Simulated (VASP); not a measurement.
# Y (P6_3/mmc) in VASP: notebook, part 2 of 2

VASP 6.6.1.

**3. Single point, r2SCAN**

The input, POSCAR:

```
Y
1.0
    3.6821845989      0.0000000000      0.0000000000
   -1.8410922995      3.1888654041      0.0000000000
    0.0000000000      0.0000000000      5.6889158658
Y
2
Direct
    0.3333333333      0.6666666667      0.2500000000
    0.6666666667      0.3333333333      0.7500000000
```

The input, INCAR.step1:

```
PREC = Accurate
ENCUT = 520
ISMEAR = -1
SIGMA = 0.05
LREAL = F
LASPH = T
NELM = 60
NBANDS = 18
GGA = PE
ALGO = Normal
EDIFF = 1E-4
LWAVE = T
LCHARG = F
```

The input, INCAR.step2:

```
PREC = Accurate
ENCUT = 520
EDIFF = 1E-6
ISMEAR = -1
SIGMA = 0.05
LREAL = F
LASPH = T
NELM = 60
ALGO = Normal
ISIF = 2
LWAVE = F
LCHARG = T
METAGGA = R2SCAN
LMIXTAU = T
LELF = T
LVHAR = T
NBANDS = 18
ISTART = 1
```

The input, KPOINTS:

```
regular mesh
0
Gamma
  10 10 6
```

Potentials or basis: VASP PAW PBE potentials, release 64 (Y_sv).

On the command line:

```console
> cat potpaw_PBE.64/Y_sv/POTCAR > POTCAR
> cp INCAR.step1 INCAR
> mpirun -np 1 vasp_std > vasp.out
> cp INCAR.step2 INCAR
> mpirun -np 1 vasp_std > vasp.out
```

OUTCAR:

```text
PREC = Accurate
   ENCUT = 520
   EDIFF = 1E-6
   ISMEAR = -1
   LREAL = F
   LASPH = T
   NELM = 60
   ISIF = 2
   METAGGA = R2SCAN
   ISTART = 1

 ion  position               nearest neighbor table
   1  0.333  0.667  0.250-   2 3.55   2 3.55   2 3.55   2 3.55   2 3.55   2 3.55
   2  0.667  0.333  0.750-   1 3.55   1 3.55   1 3.55   1 3.55   1 3.55   1 3.55

  LATTYP: Found a hexagonal cell.
 ALAT       =     3.6821845989
 C/A-ratio  =     1.5449838847

  Lattice vectors:

 A1 = (   3.6821845989,   0.0000000000,   0.0000000000)
 A2 = (  -1.8410922995,   3.1888654041,   0.0000000000)
 A3 = (   0.0000000000,   0.0000000000,   5.6889158658)

Analysis of symmetry for initial positions (statically):
=====================================================================
 Subroutine PRICEL returns:
 Original cell was already a primitive cell.

 Routine SETGRP: Setting up the symmetry group for a
 hexagonal supercell.

 Subroutine GETGRP returns: Found 24 space group operations
 (whereof 12 operations were pure point group operations)
 out of a pool of 24 trial point group operations.

The static configuration has the point symmetry D_3d.
[... 162 lines left out ...]

 E-fermi :   2.9394     XC(G=0):  -9.9997

 val. band max:        2.9174094719   @ k =   0.2000   0.1000   0.3333
 cond. band min:       2.9406849459   @ k =   0.3000   0.3000   0.5000
 fundamental gap:      0.0232754739
 Fermi energy:         2.9394056588

 k-point     1 :       0.0000    0.0000    0.0000
  band No.  band energies     occupation
      1     -41.2686      2.00000
      2     -41.1900      2.00000
      3     -20.9030      2.00000
      4     -20.4178      2.00000
      5     -20.4178      2.00000
      6     -20.3243      2.00000
[... 481 lines left out ...]
      5     -20.5988      2.00000
      6     -20.5274      2.00000
[... 10 lines left out ...]
     17       8.0506      0.00000
     18       8.2705      0.00000

 [... further k-points ...]

------------------------ aborting loop because EDIFF is reached ----------------------------------------

  FORCE on cell =-STRESS in cart. coord.  units (eV):
  Direction    XX          YY          ZZ          XY          YZ          ZX
  --------------------------------------------------------------------------------------
  -------------------------------------------------------------------------------------
  Total        0.0276860      0.0276860      0.0152735     -0.0000000      0.0000000      0.0000000
  in kB        0.6640475      0.6640475      0.3663355     -0.0000000      0.0000000      0.0000000
  external PRESSURE =       0.5648101 kB  Pullay stress =       0.0000000 kB

 VOLUME and BASIS-vectors are now :
 -----------------------------------------------------------------------------
  energy-cutoff  :      520.00
  volume of cell :       66.80
      direct lattice vectors                 reciprocal lattice vectors
     3.682184599  0.000000000  0.000000000     0.271577911  0.156795580  0.000000000
    -1.841092300  3.188865404  0.000000000     0.000000000  0.313591160  0.000000000
     0.000000000  0.000000000  5.688915866     0.000000000  0.000000000  0.175780416

 POSITION                                       TOTAL-FORCE (eV/Angst)
 -----------------------------------------------------------------------------------
     -0.00000      2.12591      1.42223         0.000000     -0.000000      0.000000
      1.84109      1.06296      4.26669        -0.000000      0.000000      0.000000
 -----------------------------------------------------------------------------------
    total drift:                               -0.000000      0.000000     -0.000000

  FREE ENERGIE OF THE ION-ELECTRON SYSTEM (eV)
  ---------------------------------------------------
  free  energy   TOTEN  =       -40.5587805506 eV

  energy  without entropy=      -40.5303513018  energy(sigma->0) =      -40.54456593
```

OUTCAR.step1:

```text
PREC = Accurate
   ENCUT = 520
   ISMEAR = -1
   LREAL = F
   LASPH = T
   NELM = 60
[... 726 lines left out ...]
 -----------------------------------------------------------------------------------
     -0.00000      2.12591      1.42223        -0.000000      0.000000      0.000000
      1.84109      1.06296      4.26669         0.000000     -0.000000      0.000000
 -----------------------------------------------------------------------------------
    total drift:                               -0.000000      0.000000     -0.000000

  FREE ENERGIE OF THE ION-ELECTRON SYSTEM (eV)
  ---------------------------------------------------
  free  energy   TOTEN  =       -12.8817445144 eV

  energy  without entropy=      -12.8533415732  energy(sigma->0) =      -12.86754304
```

OSZICAR.step1:

```text
N       E                     dE             d eps       ncg     rms          rms(c)
DAV:   1     0.918379954670E+02    0.91838E+02   -0.11271E+04  2016   0.115E+03
DAV:   2    -0.584771807027E+01   -0.97686E+02   -0.96063E+02  2502   0.263E+02
DAV:   3    -0.130621545304E+02   -0.72144E+01   -0.71616E+01  3512   0.439E+01
DAV:   4    -0.132860065650E+02   -0.22385E+00   -0.22370E+00  2544   0.757E+00
DAV:   5    -0.132916279102E+02   -0.56213E-02   -0.56195E-02  2852   0.934E-01    0.324E+01
DAV:   6    -0.129521693825E+02    0.33946E+00   -0.43765E-01  2256   0.399E+00    0.201E+01
DAV:   7    -0.128932230578E+02    0.58946E-01   -0.85637E-01  2558   0.516E+00    0.186E+00
DAV:   8    -0.128827815351E+02    0.10442E-01   -0.16780E-01  2452   0.229E+00    0.146E+00
DAV:   9    -0.128816514751E+02    0.11301E-02   -0.40349E-03  2818   0.388E-01    0.434E-01
DAV:  10    -0.128818609108E+02   -0.20944E-03   -0.22351E-03  2162   0.416E-01    0.433E-01
DAV:  11    -0.128817516353E+02    0.10928E-03   -0.18388E-04  1800   0.121E-01    0.685E-02
DAV:  12    -0.128817445144E+02    0.71209E-05   -0.40301E-05  1146   0.604E-02
   1 F= -.12881745E+02 E0= -.12867543E+02  d E =-.284029E-01
```

It took 2.1 min on 1 thread of Intel Xeon 6975P-C (Granite Rapids), shared host; peak memory 0.22 GiB.

What came out:

```
Free energy            : -40.5588 eV
Pressure               : 0.1 GPa
Band gap on the k mesh : zero (bands 11 and 12 overlap by 1.68 eV)
```

Levels at points of the mesh, in eV from the Fermi level:
```csv
k point,band 8,band 9,band 10,band 11,band 12,band 13,band 14,band 15
"(0.00, 0.00, 0.00)",-23.23,-4.88,-1.83,0.81,1.96,1.96,2.43,2.65
"(0.50, 0.00, 0.00)",-23.31,-1.71,-1.17,-0.77,-0.27,1.57,1.65,2.31
"(0.00, 0.00, 0.50)",-23.31,-3.37,-3.37,1.13,1.13,1.87,1.87,1.87
"(0.50, 0.00, 0.50)",-23.38,-1.63,-1.63,0.12,0.12,1.38,1.38,2.98
```

Caveat: the PAW data sets were made with another functional, which shifts forces and pressure a little.

**4. Relaxation of cell and atoms, r2SCAN**

This run uses another cell than the first one, of 35.65 Å³/atom.

The input, POSCAR:

```
Y
1.0
    3.7421797608      0.0000000000      0.0000000000
   -1.8710898804      3.2408227384      0.0000000000
    0.0000000000      0.0000000000      5.8795128960
Y
2
Direct
    0.3333333333      0.6666666667      0.2500000000
    0.6666666667      0.3333333333      0.7500000000
```

The input, INCAR.step1:

```
SYSTEM = Y
PREC     = Accurate       ! precision mode
ENCUT    = 600            ! plane-wave cutoff, eV
ISMEAR   = -1             ! smearing method
SIGMA    = 0.05           ! smearing width, eV
LREAL    = .False.        ! projectors in reciprocal space
LASPH    = .True.         ! aspherical terms in the spheres
NELM     = 60             ! most SCF steps
GGA      = PE             ! functional
ALGO     = Normal         ! electronic algorithm
EDIFF    = 1E-4           ! SCF threshold, eV
LWAVE    = .True.         ! write WAVECAR
LCHARG   = .False.        ! write CHGCAR
```

The input, INCAR.step2:

```
SYSTEM = Y
PREC     = Accurate       ! precision mode
ENCUT    = 600            ! plane-wave cutoff, eV
EDIFF    = 1E-6           ! SCF threshold, eV
ISMEAR   = -1             ! smearing method
SIGMA    = 0.05           ! smearing width, eV
LREAL    = .False.        ! projectors in reciprocal space
LASPH    = .True.         ! aspherical terms in the spheres
NELM     = 60             ! most SCF steps
ALGO     = Normal         ! electronic algorithm
ISIF     = 3              ! what is computed and relaxed
LWAVE    = .False.        ! write WAVECAR
LCHARG   = .False.        ! write CHGCAR
METAGGA  = R2SCAN         ! meta-GGA
LMIXTAU  = .True.       
IBRION   = 2              ! ionic algorithm
NSW      = 100            ! ionic steps
EDIFFG   = -0.005         ! ionic threshold
ISTART   = 1
```

The input, KPOINTS:

```
regular mesh
0
Gamma
  10 10 6
  0 0 0
```

On the command line:

```console
> cat potpaw_PBE.64/Y_sv/POTCAR > POTCAR
> cp INCAR.step1 INCAR
> mpirun -np 1 vasp_std > vasp.out
> cp INCAR.step2 INCAR
> mpirun -np 1 vasp_std > vasp.out
```

Wall time 17 min (1 thread of Intel Xeon 6975P-C (Granite Rapids), shared host); peak memory 0.27 GiB.

It converged, with:

```
Free energy                           : -40.5598 eV
Relaxed volume                        : 33.46 Å³/atom
Relaxed cell                          : a = 3.684 Å, b = 3.684 Å, c = 5.692 Å, α = 90.00°, β = 90.00°, γ = 120.00°
Space group after relaxing (to 0.1 Å) : P6_3/mmc (No. 194)
Energy gained by relaxing             : 17.2 meV/atom
Ionic steps                           : 11
Pressure after relaxing               : 0.0 GPa
Band gap on the k mesh                : zero (bands 11 and 12 overlap by 1.68 eV)
```

Step by step:
| step | energy change (eV) | largest force (eV/Å) | pressure (GPa) | volume (Å³) |
| --- | --- | --- | --- | --- |
| 1 | 0.0000 | 0.0000 | -2.27 | 71.31 |
| 2 | -0.0326 | 0.0000 | 0.51 | 66.22 |
| 3 | -0.0334 | 0.0000 | 0.03 | 66.92 |
| 4 | -0.0334 | 0.0000 | 0.09 | 66.84 |
| 5 | -0.0343 | 0.0000 | 0.06 | 66.84 |
| 6 | -0.0344 | 0.0000 | 0.05 | 66.85 |
| 7 | -0.0344 | 0.0000 | 0.05 | 66.85 |
| 8 | -0.0344 | 0.0000 | 0.05 | 66.85 |
| 9 | -0.0344 | 0.0000 | 0.05 | 66.85 |
| 10 | -0.0344 | 0.0000 | -0.02 | 66.95 |
| 11 | -0.0344 | 0.0000 | 0.01 | 66.92 |

Final structure:
```yaml
crystal:
  lattice:
    - [3.68435, 0.00000, 0.00000]
    - [-1.84217, 3.19074, 0.00000]
    - [0.00000, 0.00000, 5.69217]
  atoms:
    - { symbol: Y, position: [0.33333, 0.66667, 0.25000] }
    - { symbol: Y, position: [0.66667, 0.33333, 0.75000] }
```

Levels at points of the mesh, in eV from the Fermi level:
| k point | band 7 | band 8 | band 9 | band 10 | band 11 | band 12 | band 13 | band 14 | band 15 |
| --- | --- | --- | --- | --- | --- | --- | --- | --- | --- |
| (0.00, 0.00, 0.00) | -23.27 | -23.24 | -4.87 | -1.83 | 0.81 | 1.96 | 1.96 | 2.42 | 2.64 |
| (0.50, 0.00, 0.00) | -23.40 | -23.32 | -1.71 | -1.17 | -0.76 | -0.27 | 1.56 | 1.65 | 2.31 |
| (0.00, 0.00, 0.50) | -23.32 | -23.32 | -3.37 | -3.37 | 1.13 | 1.13 | 1.87 | 1.87 | 1.87 |
| (0.50, 0.00, 0.50) | -23.38 | -23.38 | -1.63 | -1.63 | 0.12 | 0.12 | 1.38 | 1.38 | 2.98 |

Caveat: the PAW data sets were made with another functional, which shifts forces and pressure a little.
